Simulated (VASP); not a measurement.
Al: relaxation of volume and atoms at fixed shape with LDA

The system is Al.

```xyz
1
Lattice="0.0000 2.0248 2.0248 2.0248 0.0000 2.0248 2.0248 2.0248 0.0000" Properties=species:S:1:pos:R:3 pbc="T T T"
Al    0.0000    0.0000    0.0000
```

| Quantity | Value |
| --- | --- |
| Program | VASP 6.6.1 |
| Task | relaxation of volume and atoms at fixed shape |
| Functional | LDA |
| Potentials or basis | VASP PAW LDA potentials, release 64 (Al) |
| Cutoff | 600 eV |
| k mesh | 18 × 18 × 18 |
| Occupations | methfessel-paxton, width 0.05 eV |
| Spin | no spin polarisation |
| Dipole correction | no |
| Further INCAR settings | ALGO = Normal; EDIFF = 1e-07; IBRION = 2; EDIFFG = -0.02; NSW = 80; ISIF = 8 |

The relaxed volume is 15.81 Å³/atom and the relaxed cell is a = 2.817 Å, b = 2.817 Å, c = 2.817 Å, α = 60.00°, β = 60.00°, γ = 60.00°. The space group after relaxing (to 0.05 Å) is Fm-3m (No. 225), the energy gained by relaxing is 8.9 meV/atom and the ionic steps are 3. The pressure after relaxing is 0.0 GPa.

The path:
```
step  energy change (eV)  largest force (eV/Å)  pressure (GPa)  volume (Å³)
   1              0.0000                0.0000           -3.52        16.60
   2             -0.0088                0.0000            0.32        15.74
   3             -0.0089                0.0000           -0.02        15.81
```

Final structure:
```
CELL_PARAMETERS angstrom
0.00000 1.99199 1.99199
1.99199 0.00000 1.99199
1.99199 1.99199 0.00000
ATOMIC_POSITIONS crystal
Al 0.00000 0.00000 0.00000
```

Levels at points of the mesh, in eV from the Fermi level:
| k point | band 1 | band 2 | band 3 | band 4 |
| --- | --- | --- | --- | --- |
| (0.00, 0.00, 0.00) | -11.39 | 12.82 | 12.82 | 12.82 |
| (0.50, 0.00, 0.00) | -4.71 | -4.44 | 11.64 | 11.64 |
| (0.50, 0.50, 0.00) | -2.99 | -1.61 | 5.32 | 5.75 |

Run time: 9.4 s on 1 thread of Intel(R) Xeon(R) 6975P-C (Granite Rapids), with other jobs on the host, peak memory 0.13 GiB.

LDA usually gives volumes a few per cent too small. Zero-point motion and thermal expansion aren't in these numbers.
